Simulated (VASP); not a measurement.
# KBr (Pm-3m) in VASP: settings compared, part 2 of 3

VASP 6.6.1.

### Step 3. Relaxation of cell and atoms, PBE

This run uses another cell than the first one, of 33.06 Å³/atom, 1.052 times its volume.

INCAR

```
SYSTEM = KBr
  PREC = Accurate
  ENCUT = 600
  EDIFF = 1E-6
  ISMEAR = -1
  SIGMA = 0.02
  LREAL = .FALSE.
  LASPH = .TRUE.
  NELM = 60
  ALGO = Normal
  ISIF = 3
  LWAVE = .FALSE.
  LCHARG = .FALSE.
  GGA = PE
  IBRION = 2
  NSW = 80
  EDIFFG = -0.005
```

KPOINTS

```
regular mesh
0
G
  6 6 6
  0 0 0
```

POSCAR

```
KBr
1.0
    4.0434990000      0.0000000000      0.0000000000
    0.0000000000      4.0434990000      0.0000000000
    0.0000000000      0.0000000000      4.0434990000
K Br
1 1
Direct
    0.0000000000      0.0000000000      0.0000000000
    0.5000000000      0.5000000000      0.5000000000
```

Potentials or basis: VASP PAW PBE potentials, release 64 (K_sv, Br).

On the command line:

```sh
cat potpaw_PBE.64/K_sv/POTCAR potpaw_PBE.64/Br/POTCAR > POTCAR
mpirun -np 1 vasp_std > vasp.out
```

OUTCAR:

```text
SYSTEM = KBr
   PREC = Accurate
   ENCUT = 600
   EDIFF = 1E-6
   ISMEAR = -1
   LREAL = .FALSE.
   LASPH = .TRUE.
   NELM = 60
   ISIF = 3
   GGA = PE
   IBRION = 2
   NSW = 80
   EDIFFG = -0.005

 ion  position               nearest neighbor table
   1  0.000  0.000  0.000-
   2  0.500  0.500  0.500-

  LATTYP: Found a simple cubic cell.
 ALAT       =     4.0434990000

  Lattice vectors:

 A1 = (   4.0434990000,   0.0000000000,   0.0000000000)
 A2 = (   0.0000000000,   4.0434990000,   0.0000000000)
 A3 = (   0.0000000000,   0.0000000000,   4.0434990000)

Analysis of symmetry for initial positions (statically):
=====================================================================
 Subroutine PRICEL returns:
 Original cell was already a primitive cell.

 Routine SETGRP: Setting up the symmetry group for a
 simple cubic supercell.

 Subroutine GETGRP returns: Found 48 space group operations
 (whereof 48 operations were pure point group operations)
 out of a pool of 48 trial point group operations.

The static configuration has the point symmetry O_h .

Analysis of symmetry for dynamics (positions and initial velocities):
=====================================================================
 Subroutine PRICEL returns:
 Original cell was already a primitive cell.

 Routine SETGRP: Setting up the symmetry group for a
 simple cubic supercell.

 Subroutine GETGRP returns: Found 48 space group operations
 (whereof 48 operations were pure point group operations)
 out of a pool of 48 trial point group operations.

The dynamic configuration has the point symmetry O_h .

 Subroutine INISYM returns: Found 48 space group operations
 (whereof 48 operations are pure point group operations),
 and found     1 'primitive' translations

----------------------------------------------------------------------------------------

                                     Primitive cell

  volume of cell :      66.1107

  direct lattice vectors                    reciprocal lattice vectors
     4.043499000  0.000000000  0.000000000     0.247310559  0.000000000  0.000000000
     0.000000000  4.043499000  0.000000000     0.000000000  0.247310559  0.000000000
     0.000000000  0.000000000  4.043499000     0.000000000  0.000000000  0.247310559

  length of vectors
     4.043499000  4.043499000  4.043499000     0.247310559  0.247310559  0.247310559

  position of ions in fractional coordinates (direct lattice)
     0.000000000  0.000000000  0.000000000
     0.500000000  0.500000000  0.500000000

  ion indices of the primitive-cell ions
   primitive index   ion index
                 1           1
                 2           2

----------------------------------------------------------------------------------------

 KPOINTS: regular mesh

Automatic generation of k-mesh.
 Grid dimensions read from file:
 generate k-points for:    6    6    6

 Generating k-lattice:

  Cartesian coordinates                     Fractional coordinates (reciprocal lattice)
     0.041218427  0.000000000  0.000000000     0.166666667  0.000000000  0.000000000
     0.000000000  0.041218427  0.000000000     0.000000000  0.166666667  0.000000000
     0.000000000  0.000000000  0.041218427     0.000000000  0.000000000  0.166666667

  Length of vectors
     0.041218427  0.041218427  0.041218427

  Shift w.r.t. Gamma in fractional coordinates (k-lattice)
     0.000000000  0.000000000  0.000000000

 Subroutine IBZKPT returns following result:
 ===========================================

 Found     20 irreducible k-points:

 Following reciprocal coordinates:
            Coordinates               Weight
  0.000000  0.000000  0.000000      1.000000
  0.166667  0.000000  0.000000      6.000000
  0.333333  0.000000  0.000000      6.000000
  0.500000  0.000000  0.000000      3.000000
  0.166667  0.166667  0.000000     12.000000
  0.333333  0.166667  0.000000     24.000000
[... 12 lines left out ...]
  0.500000  0.500000  0.333333      6.000000
  0.500000  0.500000  0.500000      1.000000
   k-points           NKPTS =     20   k-points in BZ     NKDIM =     20   number of bands    NBANDS=     12
   number of dos      NEDOS =    301   number of ions     NIONS =      2
   total plane-waves  NPLWV =  32768
   dimension x,y,z NGX =    32 NGY =   32 NGZ =   32
   dimension x,y,z NGXF=    64 NGYF=   64 NGZF=   64
   ions per type =               1   1
   NGX,Y,Z   is equivalent  to a cutoff of  13.16, 13.16, 13.16 a.u.
   NGXF,Y,Z  is equivalent  to a cutoff of  26.31, 26.31, 26.31 a.u.
 SYSTEM =  KBr
   PREC   = accura    normal or accurate (medium, high low for compatibility)
   ISTART =      0    job   : 0-new  1-cont  2-samecut
   ICHARG =      2    charge: 1-file 2-atom 10-const
   ISPIN  =      1    spin polarized calculation?
   LNONCOLLINEAR =      F non collinear calculations
   LSORBIT =      F    spin-orbit coupling
   LASPH  =      T    aspherical Exc in radial PAW
   ENCUT  =  600.0 eV  44.10 Ry    6.64 a.u.   8.08  8.08  8.08*2*pi/ulx,y,z
   NELM   =     60;   NELMIN=  2; NELMDL= -5     # of ELM steps
   EDIFF  = 0.1E-05   stopping-criterion for ELM
   LREAL  =      F    real-space projection
   EDIFFG = -.5E-02   stopping-criterion for IOM
   NSW    =     80    number of steps for IOM
   IBRION =      2    ionic relax: 0-MD 1-quasi-New 2-CG
   NFREE  =      1    steps in history (QN), initial steepest desc. (CG)
   ISIF   =      3    stress and relaxation
   ISYM   =      2    0-nonsym 1-usesym 2-fastsym
   POTIM  = 0.5000    time-step for ionic-motion
   TEBEG  =    0.0;   TEEND  =   0.0 temperature during run
   PSTRESS=    0.0 pullay stress
   NELECT =      16.0000    total number of electrons
   NUPDOWN=      -1.0000    fix difference up-down
   EMIN   =  10.00;   EMAX   =-10.00  energy-range for DOS
   EFERMI =   0.00;   METHOD = LEGACY
   ISMEAR =    -1;   SIGMA  =   0.02  broadening in eV -4-tet -1-fermi 0-gaus
   EFERMI_NEDOS =   21; number of points for ismear=-14 and -15
   IALGO  =     38    algorithm
   IMIX   =      4    mixing-type and parameters
     AMIX     =   0.40;   BMIX     =  1.00
     AMIX_MAG =   1.60;   BMIX_MAG =  1.00
  volume/ion in A,a.u.               =      33.06       223.07
  Fermi-wavevector in a.u.,A,eV,Ry     =   1.020213  1.927923 14.161412  1.040834
  Thomas-Fermi vector in A             =   2.153770
   LORBIT       =      0    0 simple, 1 ext, 2 COOP (PROOUT), +10 PAW based schemes
   GGA     = PE    functional components
   LHFCALC =     F    Hartree Fock is set to
   AEXX    =    0.0000 exact exchange contribution
   IVDW    =     0    specifies the selected vdW correction
   LEPSILON=     F    determine dielectric tensor
   LRPA    =     F    only Hartree local field effects (RPA)
 conjugate gradient relaxation of ions
 non-spin polarized calculation
  energy-cutoff  :      600.00
  volume of cell :       66.11
 maximum number of plane-waves:      2272
   NGX = 17   NGY = 17   NGZ = 17

 number of electron      15.9999999 magnetization

 Free energy of the ion-electron system (eV)
  ---------------------------------------------------
  ext. energy  EPLUGINS =         0.00000000
  ---------------------------------------------------
  free energy    TOTEN  =        -6.07850225 eV

  energy without entropy =       -6.07850225  energy(sigma->0) =       -6.07850225

 E-fermi :  -0.2878     XC(G=0):  -7.8248

 val. band max:       -0.7617539602   @ k =   0.5000   0.5000   0.0000
 cond. band min:       3.1016208267   @ k =   0.0000   0.0000   0.0000
 fundamental gap:      3.8633747868
 Fermi energy:        -0.2878229255

 k-point     1 :       0.0000    0.0000    0.0000
  band No.  band energies     occupation
      1     -29.4311      2.00000
      2     -13.5371      2.00000
      3     -12.8561      2.00000
      4     -12.8561      2.00000
      5     -12.8561      2.00000
      6      -1.0219      2.00000
      7      -1.0219      2.00000
      8      -1.0219      2.00000
      9       3.1016      0.00000
     10       5.0930      0.00000
     11       5.0930      0.00000
     12       8.8927      0.00000
[... 271 lines left out ...]
 k-point    20 :       0.5000    0.5000    0.5000
  band No.  band energies     occupation
      1     -29.4027      2.00000
      2     -13.1722      2.00000
      3     -12.9645      2.00000
      4     -12.9645      2.00000
      5     -12.9645      2.00000
      6      -2.1768      2.00000
      7      -2.1768      2.00000
      8      -2.1768      2.00000
      9       6.6416      0.00000
     10       6.6416      0.00000
     11       6.6416      0.00000
     12       8.6223      0.00000

------------------------ aborting loop because EDIFF is reached ----------------------------------------

  FORCE on cell =-STRESS in cart. coord.  units (eV):
  Direction    XX          YY          ZZ          XY          YZ          ZX
  --------------------------------------------------------------------------------------
  -------------------------------------------------------------------------------------
  Total       -0.0036863     -0.0036863     -0.0036863      0.0000000      0.0000000      0.0000000
  in kB       -0.0893363     -0.0893363     -0.0893363      0.0000000      0.0000000      0.0000000
  external PRESSURE =      -0.0893363 kB  Pullay stress =       0.0000000 kB

 VOLUME and BASIS-vectors are now :
 -----------------------------------------------------------------------------
  energy-cutoff  :      600.00
  volume of cell :       66.11
      direct lattice vectors                 reciprocal lattice vectors
     4.043499000  0.000000000  0.000000000     0.247310559  0.000000000  0.000000000
     0.000000000  4.043499000  0.000000000     0.000000000  0.247310559  0.000000000
     0.000000000  0.000000000  4.043499000     0.000000000  0.000000000  0.247310559

 POSITION                                       TOTAL-FORCE (eV/Angst)
 -----------------------------------------------------------------------------------
      0.00000      0.00000      0.00000         0.000000      0.000000      0.000000
      2.02175      2.02175      2.02175         0.000000      0.000000      0.000000
 -----------------------------------------------------------------------------------
    total drift:                                0.000000      0.000000     -0.000000

  FREE ENERGIE OF THE ION-ELECTRON SYSTEM (eV)
  ---------------------------------------------------
  free  energy   TOTEN  =        -6.0785022482 eV

  energy  without entropy=       -6.0785022482  energy(sigma->0) =       -6.07850225

 reached required accuracy - stopping structural energy minimisation
```

CONTCAR:

```text
KBr
   1.00000000000000
     4.0434989999999997    0.0000000000000000    0.0000000000000000
     0.0000000000000000    4.0434989999999997    0.0000000000000000
     0.0000000000000000    0.0000000000000000    4.0434989999999997
  K               Br
     1     1
Direct
     0.0000000000000000    0.0000000000000000    0.0000000000000000
     0.5000000000000000    0.5000000000000000    0.5000000000000000

  0.00000000E+00  0.00000000E+00  0.00000000E+00
  0.00000000E+00  0.00000000E+00  0.00000000E+00
```

Run time: 12 s. Hardware: 1 thread of Intel Xeon Platinum 8488C (Sapphire Rapids), shared host; peak memory 0.18 GiB.

What came out:

| Property | Result |
| --- | --- |
| Free energy | -6.0785 eV |
| Pressure after relaxing | 0.0 GPa |
| Band gap on the k mesh | 3.86 eV, indirect (least direct gap 4.12 eV) |

Final structure:
```xyz
2
Lattice="4.0435 0.0000 0.0000 0.0000 4.0435 0.0000 0.0000 0.0000 4.0435" Properties=species:S:1:pos:R:3 pbc="T T T"
K     0.0000    0.0000    0.0000
Br    2.0217    2.0217    2.0217
```

Caveat: the relaxation stopped at its first step, so nothing moved.

(Part 2 of 3 ends here.)
